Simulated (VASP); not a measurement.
# Be3ZnSe (P1) in VASP: relaxation of cell and atoms with PBE

Aim: the relaxation of cell and atoms of Be3ZnSe with PBE.

All numbers are computed with VASP 6.6.1; they aren't measurements. Logs are shortened: lines on timing, memory, paths and dates and some standing lists are left out, and cuts for length are marked.

## (1) The cell of the first run

The typed cell holds 10 atoms: a = 3.605 Å, b = 3.669 Å, c = 11.947 Å, α = 88.28°, β = 90.09°, γ = 120.92°.

## (2) Relaxation of cell and atoms, PBE

INCAR reads:

```
SYSTEM = Be3ZnSe
PREC = Accurate ; ENCUT = 600
EDIFF = 1E-6 ; ISMEAR = 0
SIGMA = 0.2 ; LREAL = .FALSE.
LASPH = .TRUE. ; NELM = 80
ALGO = Normal ; ISIF = 3
LWAVE = .FALSE. ; LCHARG = .FALSE.
GGA = PE ; IBRION = 2
NSW = 80 ; EDIFFG = -0.025
```

KPOINTS reads:

```
regular mesh
0
G
  6 6 2
  0 0 0
```

POSCAR reads:

```
Be3ZnSe
1.0
    3.6046426162     -0.0474680043     -0.0025892860
   -1.8434298058      3.1719270582      0.0549993562
   -0.0084645688      0.2027246578     11.9455405609
Be Zn Se
6 2 2
Direct
    0.3183213187      0.6134763962      0.0913266189
    0.3426736924      0.7328958228      0.4743805261
    0.3063068757      0.6710084975      0.6873071857
    0.6821635162      0.3635253285      0.3602455507
    0.6589797121      0.3299533227      0.7316410229
    1.0241162302     -0.0694904404      0.6523336282
    0.6372083116      0.2925559279      0.5399033738
    0.9774319337     -0.0169410124      0.8043063224
    0.3573421226      0.7274034540      0.2786198929
    1.0287896201      0.0222793697      0.0519358784
```

Potentials or basis: VASP PAW PBE potentials, release 64 (Be, Zn, Se).

Command:

```
cat potpaw_PBE.64/Be/POTCAR potpaw_PBE.64/Zn/POTCAR potpaw_PBE.64/Se/POTCAR > POTCAR
mpirun -np 1 vasp_std > vasp.out
```

OUTCAR:

```text
SYSTEM = Be3ZnSe
   PREC = Accurate
   ENCUT = 600
   EDIFF = 1E-6
   ISMEAR = 0
   LREAL = .FALSE.
   LASPH = .TRUE.
   NELM = 80
   ISIF = 3
   GGA = PE
   IBRION = 2
   NSW = 80
   EDIFFG = -0.025

 ion  position               nearest neighbor table
   1  0.318  0.613  0.091-  10 1.94  10 2.25  10 2.26   9 2.28
   2  0.343  0.733  0.474-   7 1.95   7 2.32   9 2.34   4 2.37   7 2.46
   3  0.306  0.671  0.687-   6 1.76   5 2.06   5 2.16   5 2.25   6 2.29   8 2.48   8 2.52   8 2.54
                             7 2.59
   4  0.682  0.364  0.360-   7 2.15   9 2.26   9 2.29   2 2.37   9 2.37
   5  0.659  0.330  0.732-   3 2.06   6 2.09   3 2.16   6 2.22   3 2.25   8 2.26   8 2.26   8 2.27
                             7 2.30
   6  0.024  0.931  0.652-   3 1.76   8 1.85   5 2.09   5 2.22   3 2.29   7 2.31   7 2.46   7 2.70

   7  0.637  0.293  0.540-   2 1.95   4 2.15   5 2.30   6 2.31   2 2.32   2 2.46   6 2.46   3 2.59
                             6 2.70
   8  0.977  0.983  0.804-   6 1.85   5 2.26   5 2.26   5 2.27   3 2.48   3 2.52   3 2.54
   9  0.357  0.727  0.279-   4 2.26   1 2.28   4 2.29   2 2.34   4 2.37
  10  0.029  0.022  0.052-   1 1.94   1 2.25   1 2.26

  LATTYP: Found a triclinic cell.
 ALAT       =     3.6691115601
 B/A-ratio  =     0.9825147087
 C/A-ratio  =     3.2561734451
 COS(alpha) =     0.0016500152
 COS(beta)  =     0.0300126247
 COS(gamma) =     0.5137688275

  Lattice vectors:

 A1 = (  -1.8434298058,   3.1719270582,   0.0549993562)
 A2 = (  -3.6046426162,   0.0474680043,   0.0025892860)
 A3 = (  -0.0084645688,   0.2027246578,  11.9455405609)

Analysis of symmetry for initial positions (statically):
=====================================================================
 Subroutine PRICEL returns:
 Original cell was already a primitive cell.

 Routine SETGRP: Setting up the symmetry group for a
 triclinic supercell.

 Subroutine GETGRP returns: Found  1 space group operations
 (whereof  1 operations were pure point group operations)
 out of a pool of  2 trial point group operations.

The static configuration has the point symmetry C_1 .

Analysis of symmetry for dynamics (positions and initial velocities):
=====================================================================
 Subroutine PRICEL returns:
 Original cell was already a primitive cell.

 Routine SETGRP: Setting up the symmetry group for a
 triclinic supercell.

 Subroutine GETGRP returns: Found  1 space group operations
 (whereof  1 operations were pure point group operations)
 out of a pool of  2 trial point group operations.

The dynamic configuration has the point symmetry C_1 .

 Subroutine INISYM returns: Found  1 space group operations
 (whereof  1 operations are pure point group operations),
 and found     1 'primitive' translations

----------------------------------------------------------------------------------------

                                     Primitive cell

  volume of cell :     135.4967

  direct lattice vectors                    reciprocal lattice vectors
     3.604642616 -0.047468004 -0.002589286     0.279558269  0.162515351 -0.002559912
    -1.843429806  3.171927058  0.054999356     0.004180957  0.317789072 -0.005390153
    -0.008464569  0.202724658 11.945540561     0.000041347 -0.001427930  0.083737510

  length of vectors
     3.604956076  3.669111560 11.947263629     0.323373806  0.317862279  0.083749695

  position of ions in fractional coordinates (direct lattice)
     0.318321319  0.613476396  0.091326619
     0.342673692  0.732895823  0.474380526
     0.306306876  0.671008497  0.687307186
     0.682163516  0.363525329  0.360245551
     0.658979712  0.329953323  0.731641023
     0.024116230  0.930509560  0.652333628
     0.637208312  0.292555928  0.539903374
     0.977431934  0.983058988  0.804306322
     0.357342123  0.727403454  0.278619893
     0.028789620  0.022279370  0.051935878

  ion indices of the primitive-cell ions
   primitive index   ion index
                 1           1
                 2           2
                 3           3
                 4           4
                 5           5
                 6           6
                 7           7
                 8           8
                 9           9
                10          10

----------------------------------------------------------------------------------------

 KPOINTS: regular mesh

Automatic generation of k-mesh.
 Grid dimensions read from file:
 generate k-points for:    6    6    2

 Generating k-lattice:

  Cartesian coordinates                     Fractional coordinates (reciprocal lattice)
     0.046593045  0.027085892 -0.000426652     0.166666667 -0.000000000 -0.000000000
     0.000696826  0.052964845 -0.000898359     0.000000000  0.166666667 -0.000000000
     0.000020673 -0.000713965  0.041868755     0.000000000 -0.000000000  0.500000000

  Length of vectors
     0.053895634  0.052977046  0.041874847

  Shift w.r.t. Gamma in fractional coordinates (k-lattice)
     0.000000000  0.000000000  0.000000000

 Subroutine IBZKPT returns following result:
 ===========================================

 Found     40 irreducible k-points:

 Following reciprocal coordinates:
            Coordinates               Weight
  0.000000  0.000000  0.000000      1.000000
  0.166667  0.000000  0.000000      2.000000
  0.333333  0.000000  0.000000      2.000000
  0.500000  0.000000  0.000000      1.000000
 -0.000000  0.166667  0.000000      2.000000
  0.166667  0.166667  0.000000      2.000000
[... 16 lines left out ...]
  0.333333  0.000000  0.500000      2.000000
  0.500000  0.000000  0.500000      1.000000
 [... further k-points ...]
   k-points           NKPTS =     40   k-points in BZ     NKDIM =     40   number of bands    NBANDS=     30
   number of dos      NEDOS =    301   number of ions     NIONS =     10
   total plane-waves  NPLWV =  86400
   dimension x,y,z NGX =    30 NGY =   30 NGZ =   96
   dimension x,y,z NGXF=    60 NGYF=   60 NGZF=  192
   ions per type =               6   2   2
   NGX,Y,Z   is equivalent  to a cutoff of  13.83, 13.59, 13.36 a.u.
   NGXF,Y,Z  is equivalent  to a cutoff of  27.67, 27.19, 26.72 a.u.
 SYSTEM =  Be3ZnSe
   PREC   = accura    normal or accurate (medium, high low for compatibility)
   ISTART =      0    job   : 0-new  1-cont  2-samecut
   ICHARG =      2    charge: 1-file 2-atom 10-const
   ISPIN  =      1    spin polarized calculation?
   LNONCOLLINEAR =      F non collinear calculations
   LSORBIT =      F    spin-orbit coupling
   LASPH  =      T    aspherical Exc in radial PAW
   ENCUT  =  600.0 eV  44.10 Ry    6.64 a.u.   7.20  7.33 23.86*2*pi/ulx,y,z
   NELM   =     80;   NELMIN=  2; NELMDL= -5     # of ELM steps
   EDIFF  = 0.1E-05   stopping-criterion for ELM
   LREAL  =      F    real-space projection
   EDIFFG = -.3E-01   stopping-criterion for IOM
   NSW    =     80    number of steps for IOM
   IBRION =      2    ionic relax: 0-MD 1-quasi-New 2-CG
   NFREE  =      1    steps in history (QN), initial steepest desc. (CG)
   ISIF   =      3    stress and relaxation
   ISYM   =      2    0-nonsym 1-usesym 2-fastsym
   POTIM  = 0.5000    time-step for ionic-motion
   TEBEG  =    0.0;   TEEND  =   0.0 temperature during run
   PSTRESS=    0.0 pullay stress
   NELECT =      48.0000    total number of electrons
   NUPDOWN=      -1.0000    fix difference up-down
   EMIN   =  10.00;   EMAX   =-10.00  energy-range for DOS
   EFERMI =   0.00;   METHOD = LEGACY
   ISMEAR =     0;   SIGMA  =   0.20  broadening in eV -4-tet -1-fermi 0-gaus
   EFERMI_NEDOS =   21; number of points for ismear=-14 and -15
   IALGO  =     38    algorithm
   IMIX   =      4    mixing-type and parameters
     AMIX     =   0.40;   BMIX     =  1.00
     AMIX_MAG =   1.60;   BMIX_MAG =  1.00
  volume/ion in A,a.u.               =      13.55        91.44
  Fermi-wavevector in a.u.,A,eV,Ry     =   1.158366  2.188993 18.256443  1.341811
  Thomas-Fermi vector in A             =   2.294968
   LORBIT       =      0    0 simple, 1 ext, 2 COOP (PROOUT), +10 PAW based schemes
   GGA     = PE    functional components
   LHFCALC =     F    Hartree Fock is set to
   AEXX    =    0.0000 exact exchange contribution
   IVDW    =     0    specifies the selected vdW correction
   LEPSILON=     F    determine dielectric tensor
   LRPA    =     F    only Hartree local field effects (RPA)
 conjugate gradient relaxation of ions
 non-spin polarized calculation
 Gauss-broadening in eV      SIGMA  =   0.20
  energy-cutoff  :      600.00
  volume of cell :      135.50
 maximum number of plane-waves:      4550
 NGX is ok and might be reduce to    30
   NGX = 15   NGY = 15   NGZ = 47

--------------------------------------- Ionic step        1  -------------------------------------------

 number of electron      47.9999987 magnetization

 Free energy of the ion-electron system (eV)
  ---------------------------------------------------
  ext. energy  EPLUGINS =         0.00000000
  ---------------------------------------------------
  free energy    TOTEN  =       -30.07635609 eV

  energy without entropy =      -30.03293897  energy(sigma->0) =      -30.05464753

------------------------ aborting loop because EDIFF is reached ----------------------------------------

  FORCE on cell =-STRESS in cart. coord.  units (eV):
  Direction    XX          YY          ZZ          XY          YZ          ZX
  --------------------------------------------------------------------------------------
  -------------------------------------------------------------------------------------
  Total        5.0942368     10.0278020      8.7763478     -0.4206296      1.7510354     -0.3827196
  in kB       60.2366579    118.5734598    103.7756756     -4.9737227     20.7050688     -4.5254566
  external PRESSURE =      94.1952644 kB  Pullay stress =       0.0000000 kB
[... 113 lines left out ...]
  FREE ENERGIE OF THE ION-ELECTRON SYSTEM (eV)
  ---------------------------------------------------
  free  energy   TOTEN  =       -32.1058604867 eV

  energy  without entropy=      -32.0682828681  energy(sigma->0) =      -32.08707168

 E-fermi :   4.4551     XC(G=0):  -9.7939

 val. band max:        4.4504618848   @ k =   0.1667   0.3333   0.0000
 cond. band min:       4.4726929960   @ k =   0.1667   0.5000   0.0000
 fundamental gap:      0.0222311113
 Fermi energy:         4.4550857099

 k-point     1 :       0.0000    0.0000    0.0000
  band No.  band energies     occupation
      1     -11.1846      2.00000
      2     -10.2631      2.00000
      3      -5.6414      2.00000
      4      -3.9012      2.00000
      5      -3.7022      2.00000
      6      -3.6427      2.00000
[... 781 lines left out ...]
     29       6.8567      0.00000
     30       6.9327      0.00000

 [... further k-points ...]

[... ionic steps 4 to 21 ...]

--------------------------------------- Ionic step       22  -------------------------------------------

 number of electron      47.9999997 magnetization

------------------------ aborting loop because EDIFF is reached ----------------------------------------
[... 83 lines left out ...]
--------------------------------------- Ionic step       24  -------------------------------------------

 number of electron      47.9999997 magnetization

 Free energy of the ion-electron system (eV)
  ---------------------------------------------------
  ext. energy  EPLUGINS =         0.00000000
  ---------------------------------------------------
  free energy    TOTEN  =       -32.54921104 eV

  energy without entropy =      -32.50943811  energy(sigma->0) =      -32.52932457

 E-fermi :   4.6341     XC(G=0):  -9.9025

 val. band max:        4.6028273053   @ k =  -0.3333   0.1667   0.5000
 cond. band min:       4.6871857323   @ k =   0.1667   0.1667   0.0000
 fundamental gap:      0.0843584271
 Fermi energy:         4.6341319932

 k-point     1 :       0.0000    0.0000    0.0000
  band No.  band energies     occupation
      1     -10.8850      2.00000
      2     -10.1978      2.00000
      3      -5.6811      2.00000
      4      -3.8788      2.00000
      5      -3.6539      2.00000
      6      -3.6528      2.00000
[... 820 lines left out ...]
  FREE ENERGIE OF THE ION-ELECTRON SYSTEM (eV)
  ---------------------------------------------------
  free  energy   TOTEN  =       -32.5492110359 eV

  energy  without entropy=      -32.5094381132  energy(sigma->0) =      -32.52932457

 reached required accuracy - stopping structural energy minimisation
```

Run time: 22 min. Hardware: 1 thread of Intel Xeon 6975P-C (Granite Rapids), shared host; peak memory 0.42 GiB.

Results:

| Property | Result |
| --- | --- |
| Free energy | -32.5492 eV |
| Relaxed volume | 13.94 Å³/atom |
| Relaxed cell | a = 3.668 Å, b = 3.667 Å, c = 11.964 Å, α = 90.02°, β = 89.97°, γ = 120.00° |
| Space group after relaxing (to 0.1 Å) | P3m1 (No. 156) |
| Energy gained by relaxing | 247.3 meV/atom |
| Ionic steps | 24 |
| Pressure after relaxing | 0.0 GPa |
| Largest force after relaxing | 0.012 eV/Å |
| Band gap on the k mesh | zero (bands 24 and 25 overlap by 2.20 eV) |

Forces on the atoms (eV/Å):
```
Be  -0.002  0.002 -0.001
Be   0.000  0.006 -0.009
Be   0.009  0.001 -0.006
Be   0.002 -0.006  0.008
Be  -0.004  0.000  0.003
Be  -0.001  0.005  0.000
Zn  -0.002  0.006  0.003
Zn   0.001  0.001 -0.001
Se  -0.005 -0.005 -0.002
Se   0.001 -0.011  0.005
```

Step by step:
```csv
step,energy change (eV),largest force (eV/Å),pressure (GPa),volume (Å³)
1,0.0000,5.2878,9.42,135.50
2,-1.9472,0.8247,-4.85,151.69
3,-2.0295,0.8373,-3.13,148.08
4,-2.2529,0.6520,-1.15,142.94
5,-2.3232,0.6339,1.08,138.50
6,-2.4024,0.3989,0.50,138.72
7,-2.4178,0.2889,0.24,138.87
8,-2.4407,0.1806,-0.03,139.45
9,-2.4469,0.1860,-0.29,139.97
10,-2.4581,0.1030,-0.09,139.52
11,-2.4595,0.1025,0.10,139.31
12,-2.4631,0.0749,-0.06,139.47
13,-2.4637,0.0830,-0.14,139.57
14,-2.4659,0.0681,0.03,139.21
15,-2.4662,0.0684,0.18,139.00
16,-2.4678,0.0606,0.07,139.15
17,-2.4691,0.0802,-0.10,139.46
18,-2.4708,0.0484,0.00,139.31
19,-2.4710,0.0640,0.03,139.26
20,-2.4721,0.0350,0.00,139.31
21,-2.4722,0.0448,-0.02,139.32
22,-2.4727,0.0281,0.01,139.28
23,-2.4727,0.0314,0.03,139.28
24,-2.4729,0.0119,-0.04,139.37
```

Final structure:
```
Be Zn Se
1.0
     3.66822    0.00010    0.00081
    -1.83360    3.17573   -0.00047
     0.00401   -0.00063   11.96389
Be Zn Se
6 2 2
Cartesian
  0.0024 2.1255 1.0585
  0.0018 2.1058 5.7587
  0.0003 2.1113 8.2129
  1.8382 1.0683 4.2860
  1.8354 1.0543 8.7563
  1.8357 3.1688 7.6159
  1.8359 1.0498 6.5587
  1.8356 3.1724 9.8682
  0.0051 2.1286 3.3917
  0.0017 0.0087 0.3900
```
